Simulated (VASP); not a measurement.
# Mo4N (Pm-3m) in VASP: a series of runs, part 2 of 2

VASP 6.6.1.

## Step 3: Relaxation of cell and atoms, PBE

This run uses another cell than the first one, of 20.17 Å³/atom.

Contents of INCAR:

```
ALGO     = Normal         # electronic algorithm
EDIFF    = 1E-7           # SCF threshold, eV
EDIFFG   = -0.01          # ionic threshold
ENCUT    = 600            # plane-wave cutoff, eV
GGA      = PE             # functional
IBRION   = 2              # ionic algorithm
ISIF     = 3              # what is computed and relaxed
ISMEAR   = 0              # smearing method
LASPH    = T              # aspherical terms in the spheres
LCHARG   = F              # write CHGCAR
LREAL    = F              # projectors in reciprocal space
LWAVE    = F              # write WAVECAR
NELM     = 80             # most SCF steps
NSW      = 100            # ionic steps
PREC     = Accurate       # precision mode
SIGMA    = 0.1            # smearing width, eV
```

Contents of KPOINTS:

```
k-points
0
Gamma
  8 8 8
```

Contents of POSCAR:

```
Mo4N
1.0
    4.6546794112      0.0000000000      0.0000000000
    0.0000000000      4.6546794112      0.0000000000
    0.0000000000      0.0000000000      4.6546794112
Mo N
4 1
Direct
    0.5000000000      0.5000000000      0.5000000000
    0.0000000000      0.5000000000      0.5000000000
    0.5000000000      0.0000000000      0.5000000000
    0.5000000000      0.5000000000      0.0000000000
    0.0000000000      0.0000000000      0.0000000000
```

Potentials or basis: VASP PAW PBE potentials, release 64 (Mo_sv, N).

Launch:

```
$ cat potpaw_PBE.64/Mo_sv/POTCAR potpaw_PBE.64/N/POTCAR > POTCAR
$ mpirun -np 1 vasp_std > vasp.out
```

OUTCAR:

```text
EDIFF = 1E-7
   EDIFFG = -0.01
   ENCUT = 600
   GGA = PE
   IBRION = 2
   ISIF = 3
   ISMEAR = 0
   LASPH = T
   LREAL = F
   NELM = 80
   NSW = 100
   PREC = Accurate

 ion  position               nearest neighbor table
   1  0.500  0.500  0.500-   2 2.33   3 2.33   4 2.33   4 2.33   3 2.33   2 2.33
   2  0.000  0.500  0.500-   1 2.33   1 2.33   4 3.29   4 3.29   3 3.29   3 3.29   3 3.29   4 3.29
                             4 3.29   3 3.29
   3  0.500  0.000  0.500-   1 2.33   1 2.33   4 3.29   4 3.29   2 3.29   2 3.29   4 3.29   4 3.29
                             2 3.29   2 3.29
   4  0.500  0.500  0.000-   1 2.33   1 2.33   3 3.29   2 3.29   2 3.29   3 3.29   3 3.29   3 3.29
                             2 3.29   2 3.29
   5  0.000  0.000  0.000-

  LATTYP: Found a simple cubic cell.
 ALAT       =     4.6546794112

  Lattice vectors:

 A1 = (   4.6546794112,   0.0000000000,   0.0000000000)
 A2 = (   0.0000000000,   4.6546794112,   0.0000000000)
 A3 = (   0.0000000000,   0.0000000000,   4.6546794112)

Analysis of symmetry for initial positions (statically):
=====================================================================
 Subroutine PRICEL returns:
 Original cell was already a primitive cell.

[... 184 lines left out ...]
  -------------------------------------------------------------------------------------
  Total        0.1024823      0.1024823      0.1024823     -0.0000000     -0.0000000      0.0000000
  in kB        1.6281334      1.6281334      1.6281334     -0.0000000     -0.0000000      0.0000000
  external PRESSURE =       1.6281334 kB  Pullay stress =       0.0000000 kB
[... 65 lines left out ...]
--------------------------------------- Ionic step        3  -------------------------------------------

 number of electron      60.9999998 magnetization

 Free energy of the ion-electron system (eV)
  ---------------------------------------------------
  ext. energy  EPLUGINS =         0.00000000
  ---------------------------------------------------
  free energy    TOTEN  =       -37.87093476 eV

  energy without entropy =      -37.82737359  energy(sigma->0) =      -37.84915418

 E-fermi :   6.6674     XC(G=0): -10.9717

 val. band max:        6.6663224345   @ k =   0.3750   0.2500   0.1250
 cond. band min:       6.6769117059   @ k =   0.5000   0.2500   0.1250
 fundamental gap:      0.0105892714
 Fermi energy:         6.6673910149

 k-point     1 :       0.0000    0.0000    0.0000
  band No.  band energies     occupation
      1     -54.8344      2.00000
      2     -54.5174      2.00000
      3     -54.5174      2.00000
      4     -53.6538      2.00000
      5     -30.1692      2.00000
      6     -30.1692      2.00000
[... 925 lines left out ...]
     35       7.4386      0.00000
     36       7.5401      0.00000

 [... further k-points ...]

------------------------ aborting loop because EDIFF is reached ----------------------------------------

  FORCE on cell =-STRESS in cart. coord.  units (eV):
  Direction    XX          YY          ZZ          XY          YZ          ZX
  --------------------------------------------------------------------------------------
  -------------------------------------------------------------------------------------
  Total       -0.0006244     -0.0006244     -0.0006244      0.0000000      0.0000000      0.0000000
  in kB       -0.0099062     -0.0099062     -0.0099062      0.0000000      0.0000000      0.0000000
  external PRESSURE =      -0.0099062 kB  Pullay stress =       0.0000000 kB
[... 20 lines left out ...]
  FREE ENERGIE OF THE ION-ELECTRON SYSTEM (eV)
  ---------------------------------------------------
  free  energy   TOTEN  =       -37.8709347634 eV

  energy  without entropy=      -37.8273735914  energy(sigma->0) =      -37.84915418

 reached required accuracy - stopping structural energy minimisation
```

OSZICAR:

```text
N       E                     dE             d eps       ncg     rms          rms(c)
DAV:   1     0.790377814106E+03    0.79038E+03   -0.40613E+04  2536   0.187E+03
DAV:   2    -0.471425795951E+01   -0.79509E+03   -0.78068E+03  2704   0.542E+02
DAV:   3    -0.412894290362E+02   -0.36575E+02   -0.35230E+02  3528   0.101E+02
[... 30 lines left out ...]
DAV:   4    -0.378709066086E+02    0.45212E-03   -0.19455E-03  3536   0.191E-01    0.432E-02
DAV:   5    -0.378709286913E+02   -0.22083E-04   -0.93360E-05  2876   0.540E-02    0.320E-02
DAV:   6    -0.378709327472E+02   -0.40560E-05   -0.10407E-05  3196   0.202E-02    0.118E-02
DAV:   7    -0.378709341521E+02   -0.14048E-05   -0.46395E-06  3104   0.115E-02    0.773E-03
DAV:   8    -0.378709348374E+02   -0.68536E-06   -0.64398E-07  2448   0.513E-03    0.630E-04
DAV:   9    -0.378709347634E+02    0.74031E-07   -0.44156E-08  1560   0.128E-03
   3 F= -.37870935E+02 E0= -.37849154E+02  d E =-.728628E-04
```

It took 3.1 min on 1 thread of Intel Xeon 6975P-C (Granite Rapids), shared host; peak memory 0.31 GiB.

What came out:

| Property | Result |
| --- | --- |
| Free energy | -37.8709 eV |
| Relaxed volume | 20.20 Å³/atom |
| Relaxed cell | a = 4.657 Å, b = 4.657 Å, c = 4.657 Å, α = 90.00°, β = 90.00°, γ = 90.00° |
| Space group after relaxing (to 0.1 Å) | Pm-3m (No. 221) |
| Energy gained by relaxing | 0.0 meV/atom |
| Ionic steps | 3 |
| Pressure after relaxing | 0.0 GPa |
| Band gap on the k mesh | zero (an odd number of electrons rules out a gap without spin polarisation) |

Final structure:
```cif
data_structure
_symmetry_space_group_name_H-M 'P 1'
_symmetry_Int_Tables_number 1
_cell_length_a 4.6569
_cell_length_b 4.6569
_cell_length_c 4.6569
_cell_angle_alpha 90.000
_cell_angle_beta 90.000
_cell_angle_gamma 90.000
_cell_volume 100.99
loop_
_atom_site_label
_atom_site_type_symbol
_atom_site_fract_x
_atom_site_fract_y
_atom_site_fract_z
_atom_site_occupancy
Mo1 Mo 0.50000 0.50000 0.50000 1
Mo2 Mo 0.00000 0.50000 0.50000 1
Mo3 Mo 0.50000 0.00000 0.50000 1
Mo4 Mo 0.50000 0.50000 0.00000 1
N1 N 0.00000 0.00000 0.00000 1
```

Levels at points of the mesh, in eV from the Fermi level:
```
           k point  band 29  band 30  band 31  band 32  band 33  band 34
(0.00, 0.00, 0.00)    -1.33     0.24     0.24     0.24     1.59     1.59
(0.50, 0.00, 0.00)    -1.00    -0.85    -0.07     0.06     0.53     0.69
(0.50, 0.50, 0.00)    -0.59    -0.12    -0.02    -0.02     0.51     0.78
(0.50, 0.50, 0.50)    -0.62    -0.62    -0.01    -0.01     0.06     0.06
```
